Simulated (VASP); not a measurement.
# Sn3GeO4 (Cm) in VASP: single point with PBE

Aim: the single point of Sn3GeO4 with PBE.

Program: VASP 6.6.1. These are calculated values, not measurements. Logs are shortened: lines on timing, memory, paths and dates and some standing lists are left out, and cuts for length are marked.

### 1 The cell of the first run

It takes space group Cm (No. 8, monoclinic). Conventional cell: a = 5.433 Å, b = 5.417 Å, c = 9.876 Å, α = 90.00°, β = 90.58°, γ = 90.00°. Sn (site symmetry m) has 4 O at 2.25 Å within 3.0 Å. Within 2.9 Å of Sn (site symmetry m) lie 4 O at 2.23 to 2.26 Å. Sn (site symmetry m) has 4 O at 2.25 Å within 3.0 Å. Within 2.6 Å of Ge (site symmetry m) lie 4 O at 1.97 to 2.38 Å. Within 2.9 Å of O (site symmetry 1) lie 2 Ge at 1.97 to 2.38 Å and 2 Sn at 2.23 to 2.26 Å and 4 O at 2.62 to 2.80 Å. Within 3.0 Å of O (site symmetry 1) lie 4 Sn at 2.25 Å and 4 O at 2.71 to 2.72 Å.

### 2 Single point, PBE

Contents of INCAR:

```
PREC     = Accurate       # precision mode
ENCUT    = 520            # plane-wave cutoff, eV
EDIFF    = 1E-6           # SCF threshold, eV
ISMEAR   = 0              # smearing method
SIGMA    = 0.02           # smearing width, eV
LREAL    = F              # projectors in reciprocal space
LASPH    = T              # aspherical terms in the spheres
NELM     = 100            # most SCF steps
ALGO     = Normal         # electronic algorithm
ISIF     = 2              # what is computed and relaxed
LWAVE    = F              # write WAVECAR
LCHARG   = F              # write CHGCAR
GGA      = PE             # functional
NBANDS   = 50             # bands
KPAR     = 4
```

Contents of KPOINTS:

```
regular mesh
0
Gamma
  8 8 4
```

Contents of POSCAR:

```
Sn3GeO4
1.0
    2.7162677000     -2.7086529000      0.0000000000
    2.7162677000      2.7086529000      0.0000000000
   -0.0998158000      0.0000000000      9.8755503000
Sn Ge O
3 1 4
Direct
    0.2567350000      0.2567350000      0.8740750000
    0.2500450000      0.2500450000      0.3582300000
    0.7521810000      0.7521810000      0.6366740000
    0.7086680000      0.7086680000      0.1395410000
    0.2706330000      0.7535850000      0.2405900000
    0.7542680000      0.2538830000      0.7551500000
    0.2538830000      0.7542680000      0.7551500000
    0.7535850000      0.2706330000      0.2405900000
```

Potentials or basis: VASP PAW PBE potentials, release 64 (Sn_d, Ge_d, O).

On the command line:

```bash
$ cat potpaw_PBE.64/Sn_d/POTCAR potpaw_PBE.64/Ge_d/POTCAR potpaw_PBE.64/O/POTCAR > POTCAR
$ mpirun -np 4 vasp_std > vasp.out
```

OUTCAR:

```text
PREC = Accurate
   ENCUT = 520
   EDIFF = 1E-6
   ISMEAR = 0
   LREAL = F
   LASPH = T
   NELM = 100
   ISIF = 2
   GGA = PE

 ion  position               nearest neighbor table
   1  0.257  0.257  0.874-   6 2.25   7 2.25   7 2.25   6 2.25   3 3.58   3 3.58   3 3.59   3 3.59

   2  0.250  0.250  0.358-   5 2.23   8 2.23   8 2.26   5 2.26   4 3.31
   3  0.752  0.752  0.637-   7 2.25   6 2.25   6 2.25   7 2.25   1 3.58   1 3.58   1 3.59   1 3.59

   4  0.709  0.709  0.140-   5 1.97   8 1.97   5 2.38   8 2.38   2 3.31
   5  0.271  0.754  0.241-   4 1.97   2 2.23   2 2.26   4 2.38
   6  0.754  0.254  0.755-   3 2.25   1 2.25   3 2.25   1 2.25
   7  0.254  0.754  0.755-   3 2.25   1 2.25   3 2.25   1 2.25
   8  0.754  0.271  0.241-   4 1.97   2 2.23   2 2.26   4 2.38

  LATTYP: Found a base centered monoclinic cell.
 ALAT       =     5.4325354000
 B/A-ratio  =     0.9971965944
 C/A-ratio  =     1.8179457652
 COS(beta)  =    -0.0101068496

  Lattice vectors:

 A1 = (   2.7162677000,  -2.7086529000,   0.0000000000)
 A2 = (   2.7162677000,   2.7086529000,   0.0000000000)
 A3 = (  -0.0998158000,   0.0000000000,   9.8755503000)

Analysis of symmetry for initial positions (statically):
=====================================================================
 Subroutine PRICEL returns:
 Original cell was already a primitive cell.

 Routine SETGRP: Setting up the symmetry group for a
 base centered monoclinic supercell.

 Subroutine GETGRP returns: Found  2 space group operations
 (whereof  2 operations were pure point group operations)
 out of a pool of  4 trial point group operations.

The static configuration has the point symmetry C_1h.

Analysis of symmetry for dynamics (positions and initial velocities):
=====================================================================
 Subroutine PRICEL returns:
 Original cell was already a primitive cell.

 Routine SETGRP: Setting up the symmetry group for a
 base centered monoclinic supercell.

 Subroutine GETGRP returns: Found  2 space group operations
 (whereof  2 operations were pure point group operations)
 out of a pool of  4 trial point group operations.

The dynamic configuration has the point symmetry C_1h.

 Subroutine INISYM returns: Found  2 space group operations
 (whereof  2 operations are pure point group operations),
 and found     1 'primitive' translations

[... 108 lines left out ...]
   EDIFFG = 0.1E-04   stopping-criterion for IOM
   NSW    =      0    number of steps for IOM
   IBRION =     -1    ionic relax: 0-MD 1-quasi-New 2-CG
   NFREE  =      0    steps in history (QN), initial steepest desc. (CG)
   ISIF   =      2    stress and relaxation
   ISYM   =      2    0-nonsym 1-usesym 2-fastsym
   POTIM  = 0.5000    time-step for ionic-motion
   TEBEG  =    0.0;   TEEND  =   0.0 temperature during run
   PSTRESS=    0.0 pullay stress
   NELECT =      80.0000    total number of electrons
   NUPDOWN=      -1.0000    fix difference up-down
   EMIN   =  10.00;   EMAX   =-10.00  energy-range for DOS
   EFERMI =   0.00;   METHOD = LEGACY
   ISMEAR =     0;   SIGMA  =   0.02  broadening in eV -4-tet -1-fermi 0-gaus
   EFERMI_NEDOS =   21; number of points for ismear=-14 and -15
   IALGO  =     38    algorithm
   IMIX   =      4    mixing-type and parameters
     AMIX     =   0.40;   BMIX     =  1.00
     AMIX_MAG =   1.60;   BMIX_MAG =  1.00
  volume/ion in A,a.u.               =      18.16       122.58
  Fermi-wavevector in a.u.,A,eV,Ry     =   1.341732  2.535506 24.493814  1.800245
  Thomas-Fermi vector in A             =   2.469942
   LORBIT       =      0    0 simple, 1 ext, 2 COOP (PROOUT), +10 PAW based schemes
   GGA     = PE    functional components
   LHFCALC =     F    Hartree Fock is set to
   AEXX    =    0.0000 exact exchange contribution
   IVDW    =     0    specifies the selected vdW correction
   LEPSILON=     F    determine dielectric tensor
   LRPA    =     F    only Hartree local field effects (RPA)
 non-spin polarized calculation
 Gauss-broadening in eV      SIGMA  =   0.02
  energy-cutoff  :      520.00
  volume of cell :      145.32
 maximum number of plane-waves:      3948
 NGX is ok and might be reduce to    30
   NGX = 15   NGY = 15   NGZ = 37

 number of electron      80.0000008 magnetization

 Free energy of the ion-electron system (eV)
  ---------------------------------------------------
  ext. energy  EPLUGINS =         0.00000000
  ---------------------------------------------------
  free energy    TOTEN  =       -45.61915705 eV

  energy without entropy =      -45.61915705  energy(sigma->0) =      -45.61915705

 E-fermi :   5.6133     XC(G=0):  -9.8729

 val. band max:        5.4680937152   @ k =  -0.1250   0.1250   0.0000
 cond. band min:       6.3484959197   @ k =   0.5000   0.5000   0.0000
 fundamental gap:      0.8804022046
 Fermi energy:         5.6132865706

 k-point     1 :       0.0000    0.0000    0.0000
  band No.  band energies     occupation
      1     -19.0913      2.00000
      2     -19.0829      2.00000
      3     -19.0168      2.00000
      4     -19.0043      2.00000
      5     -18.9420      2.00000
      6     -16.0276      2.00000
[... 1261 lines left out ...]
     49      11.4682      0.00000
     50      11.8254      0.00000

 [... further k-points ...]

------------------------ aborting loop because EDIFF is reached ----------------------------------------

  FORCE on cell =-STRESS in cart. coord.  units (eV):
  Direction    XX          YY          ZZ          XY          YZ          ZX
  --------------------------------------------------------------------------------------
  -------------------------------------------------------------------------------------
  Total        0.1465615      0.1635947      0.1467764      0.0000000      0.0000000     -0.0310211
  in kB        1.6158952      1.8036930      1.6182644      0.0000000      0.0000000     -0.3420195
  external PRESSURE =       1.6792842 kB  Pullay stress =       0.0000000 kB

 VOLUME and BASIS-vectors are now :
 -----------------------------------------------------------------------------
  energy-cutoff  :      520.00
  volume of cell :      145.32
      direct lattice vectors                 reciprocal lattice vectors
     2.716267700 -2.708652900  0.000000000     0.184076113 -0.184593604  0.001860525
     2.716267700  2.708652900  0.000000000     0.184076113  0.184593604  0.001860525
    -0.099815800  0.000000000  9.875550300     0.000000000  0.000000000  0.101260180

 POSITION                                       TOTAL-FORCE (eV/Angst)
 -----------------------------------------------------------------------------------
      1.30748      0.00000      8.63197         0.002697      0.000000      0.076680
      1.32262      0.00000      3.53772        -0.001665      0.000000      0.067712
      4.02270      0.00000      6.28751        -0.000882      0.000000     -0.077942
      3.83594      0.00000      1.37804         0.024477      0.000000     -0.058881
      2.75804      1.30815      2.37596        -0.012570      0.008022     -0.004281
      2.66303     -1.35537      7.45752         0.000257      0.001211      0.000497
      2.66303      1.35537      7.45752         0.000257     -0.001211      0.000497
      2.75804     -1.30815      2.37596        -0.012570     -0.008022     -0.004281
 -----------------------------------------------------------------------------------
    total drift:                               -0.001674      0.000000     -0.000196

  FREE ENERGIE OF THE ION-ELECTRON SYSTEM (eV)
  ---------------------------------------------------
  free  energy   TOTEN  =       -45.6191570516 eV

  energy  without entropy=      -45.6191570516  energy(sigma->0) =      -45.61915705
```

OSZICAR:

```text
N       E                     dE             d eps       ncg     rms          rms(c)
DAV:   1     0.104168354518E+04    0.10417E+04   -0.38221E+04  9246   0.290E+03
DAV:   2     0.183544331697E+03   -0.85814E+03   -0.81377E+03  7864   0.826E+02
DAV:   3    -0.321643342368E+02   -0.21571E+03   -0.20610E+03  8874   0.266E+02
DAV:   4    -0.522548704839E+02   -0.20091E+02   -0.19754E+02  9180   0.885E+01
DAV:   5    -0.529883004997E+02   -0.73343E+00   -0.73088E+00  8962   0.171E+01    0.162E+01
DAV:   6    -0.455784305914E+02    0.74099E+01   -0.30377E+01 12640   0.522E+01    0.667E+00
DAV:   7    -0.456634512044E+02   -0.85021E-01   -0.46038E+00  8500   0.978E+00    0.372E+00
DAV:   8    -0.456434275186E+02    0.20024E-01   -0.85318E-01 12012   0.524E+00    0.132E+00
DAV:   9    -0.456168495889E+02    0.26578E-01   -0.15298E-01 12236   0.342E+00    0.381E-01
DAV:  10    -0.456197554284E+02   -0.29058E-02   -0.22705E-02 10854   0.125E+00    0.240E-01
DAV:  11    -0.456191830449E+02    0.57238E-03   -0.30570E-03 11032   0.450E-01    0.106E-01
DAV:  12    -0.456191634155E+02    0.19629E-04   -0.20248E-03 11110   0.223E-01    0.510E-02
DAV:  13    -0.456191576483E+02    0.57672E-05   -0.21980E-04 10268   0.134E-01    0.202E-02
DAV:  14    -0.456191593486E+02   -0.17003E-05   -0.13174E-05 10318   0.307E-02    0.150E-02
DAV:  15    -0.456191576205E+02    0.17282E-05   -0.33217E-06  7786   0.124E-02    0.658E-03
DAV:  16    -0.456191570516E+02    0.56884E-06   -0.20915E-06  7004   0.915E-03
   1 F= -.45619157E+02 E0= -.45619157E+02  d E =-.113993E-26
```

Wall time 2.4 min (4 MPI ranks of Intel Xeon Platinum 8375C at 2.90GHz (Ice Lake), shared host); peak memory 0.59 GiB.

What came out:

```
Free energy            : -45.6192 eV
Pressure               : 0.2 GPa
Largest force          : 0.078 eV/Å
Band gap on the k mesh : 0.88 eV (least direct gap 1.68 eV)
```

Forces in eV/Å, atoms in the order of the input:
```
Sn   0.003  0.000  0.077
Sn  -0.002  0.000  0.068
Sn  -0.001  0.000 -0.078
Ge   0.024  0.000 -0.059
O   -0.013  0.008 -0.004
O    0.000  0.001  0.000
O    0.000 -0.001  0.000
O   -0.013 -0.008 -0.004
```

Levels at points of the mesh, in eV from the valence-band top:
| k point | band 36 | band 37 | band 38 | band 39 | band 40 | band 41 | band 42 | band 43 | band 44 | band 45 |
| --- | --- | --- | --- | --- | --- | --- | --- | --- | --- | --- |
| (0.00, 0.00, 0.00) | -2.61 | -2.58 | -2.48 | -1.57 | -0.11 | 1.61 | 2.34 | 3.50 | 3.64 | 3.98 |
| (0.50, 0.00, 0.00) | -3.95 | -2.21 | -1.96 | -1.30 | -1.18 | 2.63 | 2.92 | 3.04 | 3.66 | 5.20 |
| (0.50, 0.50, 0.00) | -1.97 | -1.96 | -1.94 | -1.64 | -1.39 | 0.88 | 0.89 | 2.97 | 3.10 | 4.03 |
| (0.00, 0.00, 0.50) | -2.61 | -2.58 | -2.48 | -0.84 | -0.24 | 1.44 | 2.12 | 3.77 | 4.11 | 4.14 |
| (0.50, 0.00, 0.50) | -3.98 | -1.83 | -1.69 | -1.63 | -1.41 | 2.65 | 3.00 | 3.04 | 3.55 | 5.16 |
| (0.50, 0.50, 0.50) | -1.96 | -1.94 | -1.86 | -1.81 | -1.71 | 1.51 | 1.54 | 1.76 | 1.81 | 5.06 |

Caveat: spin-orbit coupling is left out, which moves the levels of the heavy elements.
